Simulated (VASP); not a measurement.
# TePb (rocksalt type) (Fm-3m) in VASP: single point with PBE

Aim: the single point of TePb (rocksalt type) with PBE.

Everything below comes from runs of VASP 6.6.1. Logs are shortened: lines on timing, memory, paths and dates and some standing lists are left out, and cuts for length are marked.

## (1) The cell of the first run

Symmetry: Fm-3m, No. 225, cubic system. The conventional cell has a = 6.567 Å, b = 6.567 Å, c = 6.567 Å, α = 90.00°, β = 90.00°, γ = 90.00°. Pb (site symmetry m-3m) has 6 Te at 3.28 Å within 4.3 Å. Te (site symmetry m-3m) has 6 Pb at 3.28 Å within 4.3 Å.

## (2) Single point, PBE

INCAR reads:

```
SYSTEM = TePb
ALGO = Normal ; EDIFF = 1E-7
ENCUT = 520 ; GGA = PE
ISIF = 2 ; ISMEAR = -1
LASPH = .TRUE. ; LCHARG = .FALSE.
LREAL = .FALSE. ; LWAVE = .FALSE.
NBANDS = 28 ; NELM = 80
PREC = Accurate ; SIGMA = 0.02
```

KPOINTS reads:

```
k-points
0
G
  6 6 4
  0 0 0
```

POSCAR reads:

```
TePb
1.0
    3.2835710073      3.2835710073      0.0000000000
   -3.2835710073      3.2835710073      0.0000000000
    0.0000000000      0.0000000000      6.5671420145
Pb Te
2 2
Direct
    0.0000000000      0.0000000000      0.0000000000
    0.5000000000      0.5000000000      0.5000000000
    0.5000000000      0.5000000000      0.0000000000
    0.0000000000      0.0000000000      0.5000000000
```

Potentials or basis: VASP PAW PBE potentials, release 64 (Pb_d, Te).

Run with:

```sh
$ cat potpaw_PBE.64/Pb_d/POTCAR potpaw_PBE.64/Te/POTCAR > POTCAR
$ mpirun -np 1 vasp_std > vasp.out
```

OUTCAR:

```text
SYSTEM = TePb
   EDIFF = 1E-7
   ENCUT = 520
   GGA = PE
   ISIF = 2
   ISMEAR = -1
   LASPH = .TRUE.
   LREAL = .FALSE.
   NELM = 80
   PREC = Accurate

 ion  position               nearest neighbor table
   1  0.000  0.000  0.000-   4 3.28   4 3.28   3 3.28   3 3.28   3 3.28   3 3.28
   2  0.500  0.500  0.500-   3 3.28   3 3.28   4 3.28   4 3.28   4 3.28   4 3.28
   3  0.500  0.500  0.000-   2 3.28   2 3.28   1 3.28   1 3.28   1 3.28   1 3.28
   4  0.000  0.000  0.500-   1 3.28   1 3.28   2 3.28   2 3.28   2 3.28   2 3.28

  LATTYP: Found a simple tetragonal cell.
 ALAT       =     4.6436706515
 C/A-ratio  =     1.4142135624

  Lattice vectors:

 A1 = (   3.2835710073,   3.2835710073,   0.0000000000)
 A2 = (  -3.2835710073,   3.2835710073,   0.0000000000)
 A3 = (   0.0000000000,   0.0000000000,   6.5671420145)

Analysis of symmetry for initial positions (statically):
=====================================================================
 Subroutine PRICEL returns following result:

  LATTYP: Found a face centered cubic cell.
 ALAT       =     6.5671420146

  Lattice vectors:

 A1 = (   0.0000000000,  -3.2835710073,  -3.2835710073)
 A2 = (   3.2835710073,   0.0000000000,  -3.2835710072)
 A3 = (   3.2835710073,  -3.2835710073,  -0.0000000000)

   2 primitive cells build up your supercell.

 Routine SETGRP: Setting up the symmetry group for a
 simple tetragonal supercell.

 Subroutine GETGRP returns: Found 16 space group operations
 (whereof 16 operations were pure point group operations)
 out of a pool of 16 trial point group operations.

The static configuration has the point symmetry D_4h.

Analysis of symmetry for dynamics (positions and initial velocities):
=====================================================================
 Subroutine PRICEL returns following result:

  LATTYP: Found a face centered cubic cell.
 ALAT       =     6.5671420146

  Lattice vectors:

 A1 = (   0.0000000000,  -3.2835710073,  -3.2835710073)
 A2 = (   3.2835710073,   0.0000000000,  -3.2835710072)
 A3 = (   3.2835710073,  -3.2835710073,  -0.0000000000)

   2 primitive cells build up your supercell.

 Routine SETGRP: Setting up the symmetry group for a
 simple tetragonal supercell.

 Subroutine GETGRP returns: Found 16 space group operations
 (whereof 16 operations were pure point group operations)
 out of a pool of 16 trial point group operations.

The dynamic configuration has the point symmetry D_4h.

 Subroutine INISYM returns: Found 16 space group operations
 (whereof 16 operations are pure point group operations),
 and found     2 'primitive' translations

----------------------------------------------------------------------------------------

                                     Primitive cell

  volume of cell :      70.8059

  direct lattice vectors                    reciprocal lattice vectors
     0.000000000 -3.283571007 -3.283571007    -0.152273241 -0.152273241 -0.152273241
     3.283571007  0.000000000 -3.283571007     0.152273241  0.152273241 -0.152273241
     3.283571007 -3.283571007 -0.000000000     0.152273241 -0.152273241  0.152273241

  length of vectors
     4.643670652  4.643670652  4.643670652     0.263744990  0.263744990  0.263744990

  position of ions in fractional coordinates (direct lattice)
     0.000000000  0.000000000  0.000000000
     0.500000000  0.500000000  0.500000000

  ion indices of the primitive-cell ions
   primitive index   ion index
                 1           1
                 2           4

----------------------------------------------------------------------------------------

 KPOINTS: k-points

Automatic generation of k-mesh.
 Grid dimensions read from file:
 generate k-points for:    6    6    4

 Generating k-lattice:

  Cartesian coordinates                     Fractional coordinates (reciprocal lattice)
     0.025378874  0.025378874  0.000000000     0.166666667  0.000000000  0.000000000
    -0.025378874  0.025378874  0.000000000     0.000000000  0.166666667  0.000000000
     0.000000000  0.000000000  0.038068310     0.000000000  0.000000000  0.250000000

  Length of vectors
     0.035891147  0.035891147  0.038068310

  Shift w.r.t. Gamma in fractional coordinates (k-lattice)
     0.000000000  0.000000000  0.000000000

 Subroutine IBZKPT returns following result:
 ===========================================

 Found     30 irreducible k-points:

 Following reciprocal coordinates:
            Coordinates               Weight
  0.000000  0.000000  0.000000      1.000000
  0.166667  0.000000  0.000000      4.000000
  0.333333  0.000000  0.000000      4.000000
  0.500000  0.000000  0.000000      2.000000
  0.166667  0.166667  0.000000      4.000000
  0.333333  0.166667  0.000000      8.000000
[... 16 lines left out ...]
  0.333333  0.000000  0.500000      4.000000
  0.500000  0.000000  0.500000      2.000000
 [... further k-points ...]
   k-points           NKPTS =     30   k-points in BZ     NKDIM =     30   number of bands    NBANDS=     28
   number of dos      NEDOS =    301   number of ions     NIONS =      4
   total plane-waves  NPLWV =  64800
   dimension x,y,z NGX =    36 NGY =   36 NGZ =   50
   dimension x,y,z NGXF=    72 NGYF=   72 NGZF=  100
   ions per type =               2   2
   NGX,Y,Z   is equivalent  to a cutoff of  12.89, 12.89, 12.66 a.u.
   NGXF,Y,Z  is equivalent  to a cutoff of  25.78, 25.78, 25.31 a.u.
 SYSTEM =  TePb
   PREC   = accura    normal or accurate (medium, high low for compatibility)
   ISTART =      0    job   : 0-new  1-cont  2-samecut
   ICHARG =      2    charge: 1-file 2-atom 10-const
   ISPIN  =      1    spin polarized calculation?
   LNONCOLLINEAR =      F non collinear calculations
   LSORBIT =      F    spin-orbit coupling
   LASPH  =      T    aspherical Exc in radial PAW
   ENCUT  =  520.0 eV  38.22 Ry    6.18 a.u.   8.63  8.63 12.21*2*pi/ulx,y,z
   NELM   =     80;   NELMIN=  2; NELMDL= -5     # of ELM steps
   EDIFF  = 0.1E-06   stopping-criterion for ELM
   LREAL  =      F    real-space projection
   EDIFFG = 0.1E-05   stopping-criterion for IOM
   NSW    =      0    number of steps for IOM
   IBRION =     -1    ionic relax: 0-MD 1-quasi-New 2-CG
   NFREE  =      0    steps in history (QN), initial steepest desc. (CG)
   ISIF   =      2    stress and relaxation
   ISYM   =      2    0-nonsym 1-usesym 2-fastsym
   POTIM  = 0.5000    time-step for ionic-motion
   TEBEG  =    0.0;   TEEND  =   0.0 temperature during run
   PSTRESS=    0.0 pullay stress
   NELECT =      40.0000    total number of electrons
   NUPDOWN=      -1.0000    fix difference up-down
   EMIN   =  10.00;   EMAX   =-10.00  energy-range for DOS
   EFERMI =   0.00;   METHOD = LEGACY
   ISMEAR =    -1;   SIGMA  =   0.02  broadening in eV -4-tet -1-fermi 0-gaus
   EFERMI_NEDOS =   21; number of points for ismear=-14 and -15
   IALGO  =     38    algorithm
   IMIX   =      4    mixing-type and parameters
     AMIX     =   0.40;   BMIX     =  1.00
     AMIX_MAG =   1.60;   BMIX_MAG =  1.00
  volume/ion in A,a.u.               =      35.40       238.91
  Fermi-wavevector in a.u.,A,eV,Ry     =   1.074142  2.029834 15.698148  1.153781
  Thomas-Fermi vector in A             =   2.209962
   LORBIT       =      0    0 simple, 1 ext, 2 COOP (PROOUT), +10 PAW based schemes
   GGA     = PE    functional components
   LHFCALC =     F    Hartree Fock is set to
   AEXX    =    0.0000 exact exchange contribution
   IVDW    =     0    specifies the selected vdW correction
   LEPSILON=     F    determine dielectric tensor
   LRPA    =     F    only Hartree local field effects (RPA)
 non-spin polarized calculation
  energy-cutoff  :      520.00
  volume of cell :      141.61
 maximum number of plane-waves:      3848
 NGX is ok and might be reduce to    36
   NGX = 17   NGY = 17   NGZ = 25

 number of electron      39.9999993 magnetization

 Free energy of the ion-electron system (eV)
  ---------------------------------------------------
  ext. energy  EPLUGINS =         0.00000000
  ---------------------------------------------------
  free energy    TOTEN  =       -15.04153836 eV

  energy without entropy =      -15.04153836  energy(sigma->0) =      -15.04153836

 E-fermi :   5.4226     XC(G=0):  -9.0842

 val. band max:        5.0067334586   @ k =   0.5000   0.0000   0.5000
 cond. band min:       5.8369991389   @ k =   0.5000   0.0000   0.5000
 fundamental gap:      0.8302656803
 Fermi energy:         5.4225836589

 k-point     1 :       0.0000    0.0000    0.0000
  band No.  band energies     occupation
      1     -11.6866      2.00000
      2     -11.6399      2.00000
      3     -11.6391      2.00000
      4     -11.6377      2.00000
      5     -11.6330      2.00000
      6     -11.6330      2.00000
[... 20 lines left out ...]
     27      10.9191      0.00000
     28      10.9198      0.00000

 k-point     2 :       0.1667    0.0000    0.0000
  band No.  band energies     occupation
      1     -11.6806      2.00000
      2     -11.6402      2.00000
      3     -11.6399      2.00000
      4     -11.6363      2.00000
      5     -11.6329      2.00000
      6     -11.6324      2.00000
[... 20 lines left out ...]
     27      10.6943      0.00000
     28      11.0757      0.00000

 k-point     3 :       0.3333    0.0000    0.0000
  band No.  band energies     occupation
      1     -11.6672      2.00000
      2     -11.6449      2.00000
      3     -11.6444      2.00000
      4     -11.6403      2.00000
      5     -11.6315      2.00000
      6     -11.6281      2.00000
[... 20 lines left out ...]
     27      10.9909      0.00000
     28      11.1656      0.00000

 k-point     4 :       0.5000    0.0000    0.0000
  band No.  band energies     occupation
      1     -11.6538      2.00000
      2     -11.6538      2.00000
      3     -11.6458      2.00000
      4     -11.6458      2.00000
      5     -11.6275      2.00000
      6     -11.6275      2.00000
[... 578 lines left out ...]
     27      10.0123      0.00000
     28      10.0123      0.00000

 k-point    23 :       0.3333    0.0000    0.5000
  band No.  band energies     occupation
      1     -11.6523      2.00000
      2     -11.6523      2.00000
      3     -11.6459      2.00000
      4     -11.6459      2.00000
      5     -11.6302      2.00000
      6     -11.6302      2.00000
[... 20 lines left out ...]
     27      11.6793      0.00000
     28      11.6793      0.00000

 k-point    24 :       0.5000    0.0000    0.5000
  band No.  band energies     occupation
      1     -11.6508      2.00000
      2     -11.6508      2.00000
      3     -11.6496      2.00000
      4     -11.6496      2.00000
      5     -11.6304      2.00000
      6     -11.6304      2.00000
[... 20 lines left out ...]
     27      13.3491      0.00000
     28      13.3491      0.00000

 [... further k-points ...]

------------------------ aborting loop because EDIFF is reached ----------------------------------------

  FORCE on cell =-STRESS in cart. coord.  units (eV):
  Direction    XX          YY          ZZ          XY          YZ          ZX
  --------------------------------------------------------------------------------------
  -------------------------------------------------------------------------------------
  Total       -0.0888058     -0.0888058      0.1668708      0.0000000      0.0000000      0.0000000
  in kB       -1.0047374     -1.0047374      1.8879556      0.0000000      0.0000000      0.0000000
  external PRESSURE =      -0.0405064 kB  Pullay stress =       0.0000000 kB

 VOLUME and BASIS-vectors are now :
 -----------------------------------------------------------------------------
  energy-cutoff  :      520.00
  volume of cell :      141.61
      direct lattice vectors                 reciprocal lattice vectors
     3.283571007  3.283571007  0.000000000     0.152273241  0.152273241  0.000000000
    -3.283571007  3.283571007  0.000000000    -0.152273241  0.152273241  0.000000000
     0.000000000  0.000000000  6.567142014     0.000000000  0.000000000  0.152273241

 POSITION                                       TOTAL-FORCE (eV/Angst)
 -----------------------------------------------------------------------------------
      0.00000      0.00000      0.00000         0.000000     -0.000000      0.000000
      0.00000      3.28357      3.28357        -0.000000      0.000000     -0.000000
      0.00000      3.28357      0.00000        -0.000000      0.000000      0.000000
      0.00000      0.00000      3.28357        -0.000000      0.000000      0.000000
 -----------------------------------------------------------------------------------
    total drift:                               -0.000000      0.000000      0.000000

  FREE ENERGIE OF THE ION-ELECTRON SYSTEM (eV)
  ---------------------------------------------------
  free  energy   TOTEN  =       -15.0415383572 eV

  energy  without entropy=      -15.0415383572  energy(sigma->0) =      -15.04153836
```

Run time: 2.6 min. Hardware: 1 thread of Intel Xeon 8259CL, shared host; peak memory 0.3 GiB.

What came out:

```yaml
Free_energy: -15.0415 eV
Pressure: 0.0 GPa
Band_gap_on_the_k_mesh: 0.83 eV
```

Caveat: spin-orbit coupling is left out, which moves the levels of the heavy elements.
